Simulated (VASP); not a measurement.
# BaTiO3 (P4/mmm) in VASP: further runs

Runs on BaTiO3. Level: LDA. Tasks: electric field gradients.

Program: VASP 6.6.1. These are calculated values, not measurements. Logs are shortened: lines on timing, memory, paths and dates and some standing lists are left out, and cuts for length are marked.

## (1) The cell of the first run

It takes space group P4/mmm (No. 123, tetragonal). The conventional cell has a = 4.007 Å, b = 4.007 Å, c = 4.087 Å, α = 90.00°, β = 90.00°, γ = 90.00°. Within 3.7 Å of Ba (site symmetry 4/mmm) lie 12 O at 2.83 to 2.86 Å and 8 Ti at 3.49 Å. Within 2.7 Å of Ti (site symmetry 4/mmm) lie 6 O at 2.00 to 2.04 Å. O (site symmetry mmm) has 2 Ti at 2.00 Å within 2.7 Å. O (site symmetry 4/mmm) has 2 Ti at 2.04 Å within 2.7 Å.

## (2) Electric field gradients, LDA (zz strain of +2 %)

Input file INCAR:

```
PREC = Accurate
ENCUT = 520
EDIFF = 1E-8
ISMEAR = -1
SIGMA = 0.05
LREAL = F
LASPH = T
NELM = 80
ALGO = Normal
ISIF = 2
LWAVE = F
LCHARG = F
GGA = CA
LEFG = T
NBANDS = 28
```

Input file KPOINTS:

```
Automatic mesh
0
Gamma
  8 8 8
```

Input file POSCAR:

```
BaTiO3
1.0
    4.0073000000      0.0000000000      0.0000000000
    0.0000000000      4.0073000000      0.0000000000
    0.0000000000      0.0000000000      4.0874460000
Ba Ti O
1 1 3
Direct
    0.5000000000      0.5000000000      0.5000000000
    0.0000000000      0.0000000000      0.0000000000
    0.5000000000      0.0000000000      0.0000000000
    0.0000000000      0.5000000000      0.0000000000
    0.0000000000      0.0000000000      0.5000000000
```

Potentials or basis: VASP PAW LDA potentials, release 64 (Ba_sv, Ti_sv, O).

Run with:

```sh
$ cat potpaw_LDA.64/Ba_sv/POTCAR potpaw_LDA.64/Ti_sv/POTCAR potpaw_LDA.64/O/POTCAR > POTCAR
$ mpirun -np 1 vasp_std > vasp.out
```

OUTCAR:

```text
PREC = Accurate
   ENCUT = 520
   EDIFF = 1E-8
   ISMEAR = -1
   LREAL = F
   LASPH = T
   NELM = 80
   ISIF = 2
   GGA = CA

 ion  position               nearest neighbor table
   1  0.500  0.500  0.500-   5 2.83   5 2.83   5 2.83   5 2.83   4 2.86   3 2.86   4 2.86   3 2.86
                             4 2.86   3 2.86   4 2.86   3 2.86   2 3.49   2 3.49   2 3.49   2 3.49
   2  0.000  0.000  0.000-   3 2.00   4 2.00   4 2.00   3 2.00   5 2.04   5 2.04   1 3.49   1 3.49
                             1 3.49   1 3.49   1 3.49   1 3.49   1 3.49   1 3.49
   3  0.500  0.000  0.000-   2 2.00   2 2.00   1 2.86   1 2.86   1 2.86   1 2.86
   4  0.000  0.500  0.000-   2 2.00   2 2.00   1 2.86   1 2.86   1 2.86   1 2.86
   5  0.000  0.000  0.500-   2 2.04   2 2.04   1 2.83   1 2.83   1 2.83   1 2.83

  LATTYP: Found a simple tetragonal cell.
 ALAT       =     4.0073000000
 C/A-ratio  =     1.0200000000

  Lattice vectors:

 A1 = (   4.0073000000,   0.0000000000,   0.0000000000)
 A2 = (   0.0000000000,   4.0073000000,   0.0000000000)
 A3 = (   0.0000000000,   0.0000000000,   4.0874460000)

Analysis of symmetry for initial positions (statically):
=====================================================================
 Subroutine PRICEL returns:
 Original cell was already a primitive cell.

 Routine SETGRP: Setting up the symmetry group for a
 simple tetragonal supercell.

 Subroutine GETGRP returns: Found 16 space group operations
 (whereof 16 operations were pure point group operations)
 out of a pool of 16 trial point group operations.

The static configuration has the point symmetry D_4h.

Analysis of symmetry for dynamics (positions and initial velocities):
=====================================================================
 Subroutine PRICEL returns:
 Original cell was already a primitive cell.

 Routine SETGRP: Setting up the symmetry group for a
 simple tetragonal supercell.

 Subroutine GETGRP returns: Found 16 space group operations
 (whereof 16 operations were pure point group operations)
 out of a pool of 16 trial point group operations.

The dynamic configuration has the point symmetry D_4h.

 Subroutine INISYM returns: Found 16 space group operations
 (whereof 16 operations are pure point group operations),
 and found     1 'primitive' translations

----------------------------------------------------------------------------------------

                                     Primitive cell

  volume of cell :      65.6381

  direct lattice vectors                    reciprocal lattice vectors
     4.007300000  0.000000000  0.000000000     0.249544581  0.000000000  0.000000000
     0.000000000  4.007300000  0.000000000     0.000000000  0.249544581  0.000000000
     0.000000000  0.000000000  4.087446000     0.000000000  0.000000000  0.244651550

  length of vectors
     4.007300000  4.007300000  4.087446000     0.249544581  0.249544581  0.244651550

  position of ions in fractional coordinates (direct lattice)
     0.500000000  0.500000000  0.500000000
     0.000000000  0.000000000  0.000000000
     0.500000000  0.000000000  0.000000000
     0.000000000  0.500000000  0.000000000
     0.000000000  0.000000000  0.500000000

  ion indices of the primitive-cell ions
   primitive index   ion index
                 1           1
                 2           2
                 3           3
                 4           4
                 5           5

----------------------------------------------------------------------------------------

 KPOINTS: Automatic mesh

Automatic generation of k-mesh.
 Grid dimensions read from file:
 generate k-points for:    8    8    8

 Generating k-lattice:

[... 51 lines left out ...]
 SYSTEM =  unknown system
   PREC   = accura    normal or accurate (medium, high low for compatibility)
   ISTART =      0    job   : 0-new  1-cont  2-samecut
   ICHARG =      2    charge: 1-file 2-atom 10-const
   ISPIN  =      1    spin polarized calculation?
   LNONCOLLINEAR =      F non collinear calculations
   LSORBIT =      F    spin-orbit coupling
   LASPH  =      T    aspherical Exc in radial PAW
   ENCUT  =  520.0 eV  38.22 Ry    6.18 a.u.   7.45  7.45  7.60*2*pi/ulx,y,z
   NELM   =     80;   NELMIN=  2; NELMDL= -5     # of ELM steps
   EDIFF  = 0.1E-07   stopping-criterion for ELM
   LREAL  =      F    real-space projection
   EDIFFG = 0.1E-06   stopping-criterion for IOM
   NSW    =      0    number of steps for IOM
   IBRION =     -1    ionic relax: 0-MD 1-quasi-New 2-CG
   NFREE  =      0    steps in history (QN), initial steepest desc. (CG)
   ISIF   =      2    stress and relaxation
   ISYM   =      2    0-nonsym 1-usesym 2-fastsym
   POTIM  = 0.5000    time-step for ionic-motion
   TEBEG  =    0.0;   TEEND  =   0.0 temperature during run
   PSTRESS=    0.0 pullay stress
   NELECT =      40.0000    total number of electrons
   NUPDOWN=      -1.0000    fix difference up-down
   EMIN   =  10.00;   EMAX   =-10.00  energy-range for DOS
   EFERMI =   0.00;   METHOD = LEGACY
   ISMEAR =    -1;   SIGMA  =   0.05  broadening in eV -4-tet -1-fermi 0-gaus
   EFERMI_NEDOS =   21; number of points for ismear=-14 and -15
   IALGO  =     38    algorithm
   IMIX   =      4    mixing-type and parameters
     AMIX     =   0.40;   BMIX     =  1.00
     AMIX_MAG =   1.60;   BMIX_MAG =  1.00
  volume/ion in A,a.u.               =      13.13        88.59
  Fermi-wavevector in a.u.,A,eV,Ry     =   1.387958  2.622860 26.210627  1.926427
  Thomas-Fermi vector in A             =   2.512129
   LORBIT       =      0    0 simple, 1 ext, 2 COOP (PROOUT), +10 PAW based schemes
   GGA     = CA    functional components
   LHFCALC =     F    Hartree Fock is set to
   AEXX    =    0.0000 exact exchange contribution
   IVDW    =     0    specifies the selected vdW correction
   LEPSILON=     F    determine dielectric tensor
   LRPA    =     F    only Hartree local field effects (RPA)
 non-spin polarized calculation
  energy-cutoff  :      520.00
  volume of cell :       65.64
 maximum number of plane-waves:      1795
 NGX is ok and might be reduce to    30
   NGX = 15   NGY = 15   NGZ = 15

 number of electron      39.9999981 magnetization

 Free energy of the ion-electron system (eV)
  ---------------------------------------------------
  ext. energy  EPLUGINS =         0.00000000
  ---------------------------------------------------
  free energy    TOTEN  =       -44.01579864 eV

  energy without entropy =      -44.01579863  energy(sigma->0) =      -44.01579864

 E-fermi :   4.1653     XC(G=0): -11.6180

 val. band max:        3.3694198471   @ k =   0.5000   0.5000   0.5000
 cond. band min:       4.9434407857   @ k =   0.0000   0.0000   0.0000
 fundamental gap:      1.5740209386
 Fermi energy:         4.1652827603

 k-point     1 :       0.0000    0.0000    0.0000
  band No.  band energies     occupation
      1     -52.6389      2.00000
      2     -29.2433      2.00000
      3     -29.2433      2.00000
      4     -29.2354      2.00000
      5     -21.3682      2.00000
      6     -13.1963      2.00000
[... 733 lines left out ...]
     27      11.0635      0.00000
     28      11.9263      0.00000

 [... further k-points ...]

------------------------ aborting loop because EDIFF is reached ----------------------------------------

  FORCE on cell =-STRESS in cart. coord.  units (eV):
  Direction    XX          YY          ZZ          XY          YZ          ZX
  --------------------------------------------------------------------------------------
  -------------------------------------------------------------------------------------
  Total       -3.8035417     -3.8035417     -5.1205862      0.0000000      0.0000000      0.0000000
  in kB      -92.8416874    -92.8416874   -124.9897860      0.0000000      0.0000000      0.0000000
  external PRESSURE =    -103.5577202 kB  Pullay stress =       0.0000000 kB

 VOLUME and BASIS-vectors are now :
 -----------------------------------------------------------------------------
  energy-cutoff  :      520.00
  volume of cell :       65.64
      direct lattice vectors                 reciprocal lattice vectors
     4.007300000  0.000000000  0.000000000     0.249544581  0.000000000  0.000000000
     0.000000000  4.007300000  0.000000000     0.000000000  0.249544581  0.000000000
     0.000000000  0.000000000  4.087446000     0.000000000  0.000000000  0.244651550

 POSITION                                       TOTAL-FORCE (eV/Angst)
 -----------------------------------------------------------------------------------
      2.00365      2.00365      2.04372         0.000000      0.000000      0.000000
      0.00000      0.00000      0.00000         0.000000      0.000000      0.000000
      2.00365      0.00000      0.00000         0.000000      0.000000      0.000000
      0.00000      2.00365      0.00000         0.000000      0.000000      0.000000
      0.00000      0.00000      2.04372         0.000000      0.000000      0.000000
 -----------------------------------------------------------------------------------
    total drift:                                0.000000     -0.000000      0.000000

  FREE ENERGIE OF THE ION-ELECTRON SYSTEM (eV)
  ---------------------------------------------------
  free  energy   TOTEN  =       -44.0157986413 eV

  energy  without entropy=      -44.0157986324  energy(sigma->0) =      -44.01579864

 Electric field gradients (V/A^2)
---------------------------------------------------------------------
 ion       V_xx      V_yy      V_zz      V_xy      V_xz      V_yz
---------------------------------------------------------------------
   1      -2.052    -2.052     4.104    -0.000     0.000    -0.000
   2      -8.642    -8.642    17.284    -0.000     0.000     0.000
   3      20.255   -13.447    -6.808     0.000     0.000    -0.000
   4     -13.447    20.255    -6.808    -0.000     0.000     0.000
   5     -14.826   -14.826    29.651    -0.000    -0.000    -0.000
---------------------------------------------------------------------

 Electric field gradients after diagonalization (V/A^2)
 (convention: |V_zz| > |V_xx| > |V_yy|)
----------------------------------------------------------------------
 ion       V_xx      V_yy      V_zz     asymmetry (V_yy - V_xx)/ V_zz
----------------------------------------------------------------------
   1      -2.052    -2.052     4.104       0.000
   2      -8.642    -8.642    17.284       0.000
   3     -13.447    -6.808    20.255       0.328
   4     -13.447    -6.808    20.255       0.328
   5     -14.826   -14.826    29.651       0.000
----------------------------------------------------------------------

           NMR quadrupolar parameters

 Cq : quadrupolar parameter    Cq=e*Q*V_zz/h
 eta: asymmetry parameters     (V_yy - V_xx)/ V_zz
 Q  : nuclear electric quadrupole moment in mb (millibarn)
----------------------------------------------------------------------
 ion       Cq(MHz)       eta       Q (mb)
----------------------------------------------------------------------
   1       0.010       0.000       1.000
   2       0.042       0.000       1.000
   3       0.049       0.328       1.000
   4       0.049       0.328       1.000
   5       0.072       0.000       1.000
----------------------------------------------------------------------
```

Run time: 2.4 min. Hardware: 1 thread of Intel Xeon Platinum 8488C (Sapphire Rapids), shared host; peak memory 0.25 GiB.

Results:

| Item | Value |
| --- | --- |
| Free energy | -44.0158 eV |
| Pressure | -10.4 GPa |
| Band gap on the k mesh | 1.57 eV (least direct gap 1.76 eV) |
| Largest electric field gradient by atom | Ba +4.1; Ti +17.3; O +20.3, +29.7 (each value once) V/Å² |

Stress tensor (GPa, compression positive):
```
 -9.28   0.00   0.00
  0.00  -9.28   0.00
  0.00   0.00 -12.50
```

Electric field gradients, principal values (V/Å²):
| atom | least | middle | greatest (by size) |
| --- | --- | --- | --- |
| 1 Ba | -2.052 | -2.052 | 4.104 |
| 2 Ti | -8.642 | -8.642 | 17.284 |
| 3 O | -6.808 | -13.447 | 20.255 |
| 4 O | -6.808 | -13.447 | 20.255 |
| 5 O | -14.826 | -14.826 | 29.651 |

Caveat: the cell differs from its parent crystal (zz strain of +2 %); the cell stands under tension; without QUAD_EFG the Cq values of the log hold for a quadrupole moment of 1 mb, not for the nuclei; spin-orbit coupling is left out, which moves the levels of the heavy elements. A k mesh can miss the band edges.

(Continued in part 2 of 2.)
